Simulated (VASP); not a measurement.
# Ir (I4/mmm) in VASP: further runs

Runs on Ir. Level: r2SCAN. Tasks: single point.

Everything below comes from runs of VASP 6.6.1. Logs are shortened: lines on timing, memory, paths and dates and some standing lists are left out, and cuts for length are marked.

## Step 1: The cell of the first run

It takes space group I4/mmm (No. 139, tetragonal). The conventional cell has a = 2.718 Å, b = 2.718 Å, c = 3.940 Å, α = 90.00°, β = 90.00°, γ = 90.00°. Within 3.6 Å of Ir (site symmetry 4/mmm) lie 12 Ir at 2.72 to 2.75 Å.

## Step 2: Single point, r2SCAN (strain +0.0250 x Voigt [0, 0, 1, 0, 0, 0])

File POSCAR:

```
Ir
1.0
    0.0000000000      1.9221147239      1.9701675920
    1.9221147239      0.0000000000      1.9701675920
    1.9221147239      1.9221147239      0.0000000000
Ir
1
Direct
    0.0000000000      0.0000000000      0.0000000000
```

File INCAR.step1:

```
SYSTEM = Ir
PREC     = Accurate       ! precision mode
ENCUT    = 520            ! plane-wave cutoff, eV
ISMEAR   = 0              ! smearing method
SIGMA    = 0.15           ! smearing width, eV
LREAL    = .False.        ! projectors in reciprocal space
LASPH    = .True.         ! aspherical terms in the spheres
NELM     = 80             ! most SCF steps
NBANDS   = 10             ! bands
GGA      = PE             ! functional
ALGO     = Normal         ! electronic algorithm
EDIFF    = 1E-4           ! SCF threshold, eV
LWAVE    = .True.         ! write WAVECAR
LCHARG   = .False.        ! write CHGCAR
```

File INCAR.step2:

```
SYSTEM = Ir
PREC     = Accurate       ! precision mode
ENCUT    = 520            ! plane-wave cutoff, eV
EDIFF    = 1E-6           ! SCF threshold, eV
ISMEAR   = 0              ! smearing method
SIGMA    = 0.15           ! smearing width, eV
LREAL    = .False.        ! projectors in reciprocal space
LASPH    = .True.         ! aspherical terms in the spheres
NELM     = 80             ! most SCF steps
ALGO     = Normal         ! electronic algorithm
ISIF     = 2              ! what is computed and relaxed
LWAVE    = .False.        ! write WAVECAR
LCHARG   = .True.         ! write CHGCAR
METAGGA  = R2SCAN         ! meta-GGA
LMIXTAU  = .True.       
LELF     = .True.         ! ELF
LVHAR    = .True.       
NBANDS   = 10             ! bands
ISTART   = 1
```

File KPOINTS:

```
regular mesh
0
Gamma
  26 26 26
  0 0 0
```

Potentials or basis: VASP PAW PBE potentials, release 64 (Ir).

The run is started by

```
cat potpaw_PBE.64/Ir/POTCAR > POTCAR
cp INCAR.step1 INCAR
mpirun -np 1 vasp_std > vasp.out
cp INCAR.step2 INCAR
mpirun -np 1 vasp_std > vasp.out
```

OUTCAR:

```text
SYSTEM = Ir
   PREC = Accurate
   ENCUT = 520
   EDIFF = 1E-6
   ISMEAR = 0
   LREAL = .False.
   LASPH = .True.
   NELM = 80
   ISIF = 2
   METAGGA = R2SCAN
   ISTART = 1

 ion  position               nearest neighbor table
   1  0.000  0.000  0.000-

  LATTYP: Found a body centered tetragonal cell.
 ALAT       =     2.7182807110
 C/A-ratio  =     1.4495689014

  Lattice vectors:

 A1 = (  -1.9221147239,   0.0000000000,   1.9701675920)
 A2 = (   1.9221147239,   0.0000000000,   1.9701675920)
 A3 = (   0.0000000000,   1.9221147239,  -1.9701675920)

Analysis of symmetry for initial positions (statically):
=====================================================================
 Subroutine PRICEL returns:
 Original cell was already a primitive cell.

 Routine SETGRP: Setting up the symmetry group for a
 body centered tetragonal supercell.

 Subroutine GETGRP returns: Found 16 space group operations
 (whereof 16 operations were pure point group operations)
 out of a pool of 16 trial point group operations.

The static configuration has the point symmetry D_4h.

Analysis of symmetry for dynamics (positions and initial velocities):
=====================================================================
 Subroutine PRICEL returns:
 Original cell was already a primitive cell.

 Routine SETGRP: Setting up the symmetry group for a
 body centered tetragonal supercell.

 Subroutine GETGRP returns: Found 16 space group operations
 (whereof 16 operations were pure point group operations)
 out of a pool of 16 trial point group operations.

The dynamic configuration has the point symmetry D_4h.

 Subroutine INISYM returns: Found 16 space group operations
 (whereof 16 operations are pure point group operations),
 and found     1 'primitive' translations

----------------------------------------------------------------------------------------

                                     Primitive cell

  volume of cell :      14.5577

  direct lattice vectors                    reciprocal lattice vectors
     0.000000000  1.922114724  1.970167592    -0.260130154  0.260130154  0.253785517
     1.922114724  0.000000000  1.970167592     0.260130154 -0.260130154  0.253785517
     1.922114724  1.922114724  0.000000000     0.260130154  0.260130154 -0.253785517

  length of vectors
     2.752468956  2.752468956  2.718280711     0.446925590  0.446925590  0.446925590

  position of ions in fractional coordinates (direct lattice)
[... 82 lines left out ...]
   NFREE  =      0    steps in history (QN), initial steepest desc. (CG)
   ISIF   =      2    stress and relaxation
   ISYM   =      2    0-nonsym 1-usesym 2-fastsym
   POTIM  = 0.5000    time-step for ionic-motion
   TEBEG  =    0.0;   TEEND  =   0.0 temperature during run
   PSTRESS=    0.0 pullay stress
   NELECT =       9.0000    total number of electrons
   NUPDOWN=      -1.0000    fix difference up-down
   EMIN   =  10.00;   EMAX   =-10.00  energy-range for DOS
   EFERMI =   0.00;   METHOD = LEGACY
   ISMEAR =     0;   SIGMA  =   0.15  broadening in eV -4-tet -1-fermi 0-gaus
   EFERMI_NEDOS =   21; number of points for ismear=-14 and -15
   IALGO  =     38    algorithm
   IMIX   =      4    mixing-type and parameters
     AMIX     =   0.40;   BMIX     =  1.00
     AMIX_MAG =   1.60;   BMIX_MAG =  1.00
  volume/ion in A,a.u.               =      14.56        98.24
  Fermi-wavevector in a.u.,A,eV,Ry     =   1.394628  2.635465 26.463162  1.944988
  Thomas-Fermi vector in A             =   2.518159
   LORBIT       =      0    0 simple, 1 ext, 2 COOP (PROOUT), +10 PAW based schemes
   METAGGA = R2SCAN    functional components
   LHFCALC =     F    Hartree Fock is set to
   AEXX    =    0.0000 exact exchange contribution
   IVDW    =     0    specifies the selected vdW correction
   LEPSILON=     F    determine dielectric tensor
   LRPA    =     F    only Hartree local field effects (RPA)
 non-spin polarized calculation
 Gauss-broadening in eV      SIGMA  =   0.15
  energy-cutoff  :      520.00
  volume of cell :       14.56
 maximum number of plane-waves:       404
   NGX = 11   NGY = 11   NGZ = 11

 number of electron       8.9999999 magnetization

 Free energy of the ion-electron system (eV)
  ---------------------------------------------------
  ext. energy  EPLUGINS =         0.00000000
  ---------------------------------------------------
  free energy    TOTEN  =       -52.36065422 eV

  energy without entropy =      -52.35148708  energy(sigma->0) =      -52.35607065

 E-fermi :   9.6660     XC(G=0): -15.1301

 val. band max:        9.6651771124   @ k =  -0.3462   0.0385   0.1923
 cond. band min:       9.6683995779   @ k =  -0.2692   0.1154   0.3077
 fundamental gap:      0.0032224655
 Fermi energy:         9.6659887858

 k-point     1 :       0.0000    0.0000    0.0000
  band No.  band energies     occupation
      1      -1.5278      2.00000
      2       5.6428      2.00000
      3       5.9721      2.00000
      4       5.9721      2.00000
      5       8.2251      2.00000
      6       8.6549      2.00000
      7      24.8569      0.00000
      8      30.0316      0.00000
      9      30.7912      0.00000
     10      30.7912      0.00000
[... 287 lines left out ...]
 k-point    24 :       0.3846    0.0385    0.0000
  band No.  band energies     occupation
      1       1.5967      2.00000
      2       5.6861      2.00000
      3       6.1604      2.00000
      4       6.8562      2.00000
      5       9.8364      0.10816
      6       9.9992      0.00168
      7      20.0326      0.00000
      8      25.4376      0.00000
      9      31.5393      0.00000
     10      32.0514      0.00000

 [... further k-points ...]

------------------------ aborting loop because EDIFF is reached ----------------------------------------

  FORCE on cell =-STRESS in cart. coord.  units (eV):
  Direction    XX          YY          ZZ          XY          YZ          ZX
  --------------------------------------------------------------------------------------
  -------------------------------------------------------------------------------------
  Total       -0.3068054     -0.3068054     -1.1350904      0.0000000      0.0000000     -0.0000000
  in kB      -33.7661704    -33.7661704   -124.9249757      0.0000000      0.0000000     -0.0000000
  external PRESSURE =     -64.1524389 kB  Pullay stress =       0.0000000 kB

 VOLUME and BASIS-vectors are now :
 -----------------------------------------------------------------------------
  energy-cutoff  :      520.00
  volume of cell :       14.56
      direct lattice vectors                 reciprocal lattice vectors
     0.000000000  1.922114724  1.970167592    -0.260130154  0.260130154  0.253785517
     1.922114724  0.000000000  1.970167592     0.260130154 -0.260130154  0.253785517
     1.922114724  1.922114724  0.000000000     0.260130154  0.260130154 -0.253785517

 POSITION                                       TOTAL-FORCE (eV/Angst)
 -----------------------------------------------------------------------------------
      0.00000      0.00000      0.00000        -0.000000      0.000000      0.000000
 -----------------------------------------------------------------------------------
    total drift:                                0.000000      0.000000      0.000000

  FREE ENERGIE OF THE ION-ELECTRON SYSTEM (eV)
  ---------------------------------------------------
  free  energy   TOTEN  =       -52.3606542209 eV

  energy  without entropy=      -52.3514870829  energy(sigma->0) =      -52.35607065
```

OUTCAR.step1:

```text
SYSTEM = Ir
   PREC = Accurate
   ENCUT = 520
   ISMEAR = 0
   LREAL = .False.
   LASPH = .True.
   NELM = 80
[... 529 lines left out ...]
 -----------------------------------------------------------------------------------
      0.00000      0.00000      0.00000        -0.000000      0.000000     -0.000000
 -----------------------------------------------------------------------------------
    total drift:                                0.000000      0.000000      0.000000

  FREE ENERGIE OF THE ION-ELECTRON SYSTEM (eV)
  ---------------------------------------------------
  free  energy   TOTEN  =        -8.8496966493 eV

  energy  without entropy=       -8.8398308381  energy(sigma->0) =       -8.84476374
```

Wall time 11 min (1 thread of Intel Xeon 8259CL, shared host); peak memory 0.31 GiB.

What came out:

```
Free energy            : -52.3607 eV
Pressure               : -6.4 GPa
Band gap on the k mesh : zero (an odd number of electrons rules out a gap without spin polarisation)
```

Caveat: the cell differs from its parent crystal (strain +0.0250 x Voigt [0, 0, 1, 0, 0, 0]); the stress differs along the axes, from -12 to -3 GPa; the PAW data sets were made with another functional, which shifts forces and pressure a little; spin-orbit coupling is left out, which moves the levels of the heavy elements.

## Step 3: Single point, r2SCAN (strain +0.0500 x Voigt [0, 0, 1, 0, 0, 0])

File POSCAR:

```
Ir
1.0
    0.0000000000      1.9221147239      2.0182204601
    1.9221147239      0.0000000000      2.0182204601
    1.9221147239      1.9221147239      0.0000000000
Ir
1
Direct
    0.0000000000      0.0000000000      0.0000000000
```

File INCAR.step1:

```
SYSTEM = Ir
PREC     = Accurate       ! precision mode
ENCUT    = 520            ! plane-wave cutoff, eV
ISMEAR   = 0              ! smearing method
SIGMA    = 0.15           ! smearing width, eV
LREAL    = .FALSE.        ! projectors in reciprocal space
LASPH    = .TRUE.         ! aspherical terms in the spheres
NELM     = 80             ! most SCF steps
NBANDS   = 10             ! bands
GGA      = PE             ! functional
ALGO     = Normal         ! electronic algorithm
EDIFF    = 1E-4           ! SCF threshold, eV
LWAVE    = .TRUE.         ! write WAVECAR
LCHARG   = .FALSE.        ! write CHGCAR
```

File INCAR.step2:

```
SYSTEM = Ir
PREC     = Accurate       ! precision mode
ENCUT    = 520            ! plane-wave cutoff, eV
EDIFF    = 1E-6           ! SCF threshold, eV
ISMEAR   = 0              ! smearing method
SIGMA    = 0.15           ! smearing width, eV
LREAL    = .FALSE.        ! projectors in reciprocal space
LASPH    = .TRUE.         ! aspherical terms in the spheres
NELM     = 80             ! most SCF steps
ALGO     = Normal         ! electronic algorithm
ISIF     = 2              ! what is computed and relaxed
LWAVE    = .FALSE.        ! write WAVECAR
LCHARG   = .FALSE.        ! write CHGCAR
METAGGA  = R2SCAN         ! meta-GGA
LMIXTAU  = .TRUE.       
NBANDS   = 10             ! bands
ISTART   = 1
```

File KPOINTS:

```
Automatic mesh
0
G
  26 26 26
  0 0 0
```

Potentials or basis: VASP PAW PBE potentials, release 64 (Ir).

The run is started by

```
cat potpaw_PBE.64/Ir/POTCAR > POTCAR
cp INCAR.step1 INCAR
mpirun -np 1 vasp_std > vasp.out
cp INCAR.step2 INCAR
mpirun -np 1 vasp_std > vasp.out
```

It took 9.5 min on 1 thread of Intel Xeon 8259CL, shared host; peak memory 0.33 GiB.

The run converged. Its results:

```
Free energy            : -52.3188 eV
Pressure               : -13.8 GPa
Band gap on the k mesh : zero (an odd number of electrons rules out a gap without spin polarisation)
```

Stress tensor (GPa, compression positive):
```
 -8.20   0.00   0.00
  0.00  -8.20   0.00
  0.00   0.00 -24.95
```

Levels at points of the mesh, in eV from the Fermi level:
| k point | band 1 | band 2 | band 3 | band 4 | band 5 | band 6 | band 7 | band 8 | band 9 |
| --- | --- | --- | --- | --- | --- | --- | --- | --- | --- |
| (0.00, 0.00, 0.00) | -10.93 | -4.08 | -3.44 | -3.44 | -1.61 | -0.78 | 15.27 | 19.84 | 21.25 |
| (0.50, 0.00, 0.00) | -7.83 | -4.12 | -3.48 | -0.53 | 0.71 | 1.01 | 7.17 | 14.78 | 19.99 |
| (0.50, 0.50, 0.00) | -7.62 | -7.00 | 0.83 | 1.14 | 1.40 | 1.40 | 9.49 | 12.71 | 12.71 |
| (0.50, 0.00, 0.50) | -7.55 | -7.02 | 0.71 | 1.14 | 1.78 | 2.17 | 10.83 | 11.58 | 12.04 |

Caveat: the cell differs from its parent crystal (strain +0.0500 x Voigt [0, 0, 1, 0, 0, 0]); the stress differs along the axes, from -25 to -8 GPa; the PAW data sets were made with another functional, which shifts forces and pressure a little; spin-orbit coupling is left out, which moves the levels of the heavy elements.

## Step 4: Single point, r2SCAN (strain +0.0750 x Voigt [0, 0, 1, 0, 0, 0])

File POSCAR:

```
Ir
1.0
    0.0000000000      1.9221147239      2.0662733282
    1.9221147239      0.0000000000      2.0662733282
    1.9221147239      1.9221147239      0.0000000000
Ir
1
Direct
    0.0000000000      0.0000000000      0.0000000000
```

File INCAR.step1:

```
SYSTEM = Ir
  PREC = Accurate
  ENCUT = 520
  ISMEAR = 0
  SIGMA = 0.15
  LREAL = .False.
  LASPH = .True.
  NELM = 100
  NBANDS = 10
  GGA = PE
  ALGO = Normal
  EDIFF = 1E-4
  LWAVE = .True.
  LCHARG = .False.
```

File INCAR.step2:

```
SYSTEM = Ir
  PREC = Accurate
  ENCUT = 520
  EDIFF = 1E-7
  ISMEAR = 0
  SIGMA = 0.15
  LREAL = .False.
  LASPH = .True.
  NELM = 100
  ALGO = Normal
  ISIF = 2
  LWAVE = .False.
  LCHARG = .False.
  METAGGA = R2SCAN
  LMIXTAU = .True.
  NBANDS = 10
  ISTART = 1
```

File KPOINTS:

```
Automatic mesh
0
Gamma
  26 26 26
  0 0 0
```

Potentials or basis: VASP PAW PBE potentials, release 64 (Ir).

The run is started by

```
cat potpaw_PBE.64/Ir/POTCAR > POTCAR
cp INCAR.step1 INCAR
mpirun -np 1 vasp_std > vasp.out
cp INCAR.step2 INCAR
mpirun -np 1 vasp_std > vasp.out
```

OUTCAR:

```text
SYSTEM = Ir
   PREC = Accurate
   ENCUT = 520
   EDIFF = 1E-7
   ISMEAR = 0
   LREAL = .False.
   LASPH = .True.
   NELM = 100
   ISIF = 2
   METAGGA = R2SCAN
   ISTART = 1

 ion  position               nearest neighbor table
   1  0.000  0.000  0.000-

  LATTYP: Found a body centered tetragonal cell.
 ALAT       =     2.7182807110
 C/A-ratio  =     1.5202795796

  Lattice vectors:

 A1 = (  -1.9221147239,   0.0000000000,   2.0662733282)
 A2 = (   1.9221147239,   0.0000000000,   2.0662733282)
 A3 = (   0.0000000000,   1.9221147239,  -2.0662733282)

Analysis of symmetry for initial positions (statically):
=====================================================================
 Subroutine PRICEL returns:
 Original cell was already a primitive cell.

 Routine SETGRP: Setting up the symmetry group for a
 body centered tetragonal supercell.

 Subroutine GETGRP returns: Found 16 space group operations
 (whereof 16 operations were pure point group operations)
 out of a pool of 16 trial point group operations.

The static configuration has the point symmetry D_4h.

Analysis of symmetry for dynamics (positions and initial velocities):
[... 164 lines left out ...]

 k-point     1 :       0.0000    0.0000    0.0000
  band No.  band energies     occupation
      1      -1.7978      2.00000
      2       4.7523      2.00000
      3       5.6904      2.00000
      4       5.6904      2.00000
      5       7.1035      2.00000
      6       8.3036      2.00000
      7      24.2317      0.00000
      8      28.2436      0.00000
      9      30.2278      0.00000
     10      30.2278      0.00000
[... 287 lines left out ...]
 k-point    24 :       0.3846    0.0385    0.0000
  band No.  band energies     occupation
      1       1.2785      2.00000
      2       4.8895      2.00000
      3       5.9523      2.00000
      4       6.2836      2.00000
      5       9.0579      0.08741
      6       9.1119      0.02652
      7      18.8673      0.00000
      8      24.4933      0.00000
      9      30.4653      0.00000
     10      30.6256      0.00000

 [... further k-points ...]

------------------------ aborting loop because EDIFF is reached ----------------------------------------

  FORCE on cell =-STRESS in cart. coord.  units (eV):
  Direction    XX          YY          ZZ          XY          YZ          ZX
  --------------------------------------------------------------------------------------
  -------------------------------------------------------------------------------------
  Total       -1.1566292     -1.1566292     -3.3564271      0.0000000      0.0000000      0.0000000
  in kB     -121.3747526   -121.3747526   -352.2179006      0.0000000      0.0000000      0.0000000
  external PRESSURE =    -198.3224686 kB  Pullay stress =       0.0000000 kB

 VOLUME and BASIS-vectors are now :
 -----------------------------------------------------------------------------
  energy-cutoff  :      520.00
  volume of cell :       15.27
      direct lattice vectors                 reciprocal lattice vectors
     0.000000000  1.922114724  2.066273328    -0.260130154  0.260130154  0.241981539
     1.922114724  0.000000000  2.066273328     0.260130154 -0.260130154  0.241981539
     1.922114724  1.922114724  0.000000000     0.260130154  0.260130154 -0.241981539

 POSITION                                       TOTAL-FORCE (eV/Angst)
 -----------------------------------------------------------------------------------
      0.00000      0.00000      0.00000        -0.000000      0.000000      0.000000
 -----------------------------------------------------------------------------------
    total drift:                                0.000000      0.000000     -0.000000

  FREE ENERGIE OF THE ION-ELECTRON SYSTEM (eV)
  ---------------------------------------------------
  free  energy   TOTEN  =       -52.2518013452 eV

  energy  without entropy=      -52.2413050778  energy(sigma->0) =      -52.24655321
```

Run time: 11 min. Hardware: 1 thread of Intel Xeon 8259CL, shared host; peak memory 0.33 GiB.

Results:

```yaml
Free_energy: -52.2518 eV
Pressure: -19.8 GPa
Band_gap_on_the_k_mesh: zero (an odd number of electrons rules out a gap without spin polarisation)
```

Stress tensor (GPa, compression positive):
```
-12.14   0.00   0.00
  0.00 -12.14   0.00
  0.00   0.00 -35.22
```

Levels at points of the mesh, in eV from the Fermi level:
```tsv
k point	band 2	band 3	band 4	band 5	band 6	band 7
(0.00, 0.00, 0.00)	-4.12	-3.19	-3.19	-1.77	-0.57	15.36
(0.50, 0.00, 0.00)	-4.11	-3.19	-0.45	0.61	1.03	6.97
(0.50, 0.50, 0.00)	-6.75	0.83	0.87	1.32	1.32	8.80
(0.50, 0.00, 0.50)	-6.75	0.63	0.93	1.87	2.34	10.75
```

Caveat: the cell differs from its parent crystal (strain +0.0750 x Voigt [0, 0, 1, 0, 0, 0]); the stress differs along the axes, from -35 to -12 GPa; the PAW data sets were made with another functional, which shifts forces and pressure a little; spin-orbit coupling is left out, which moves the levels of the heavy elements.

[end of part 1 of 2]
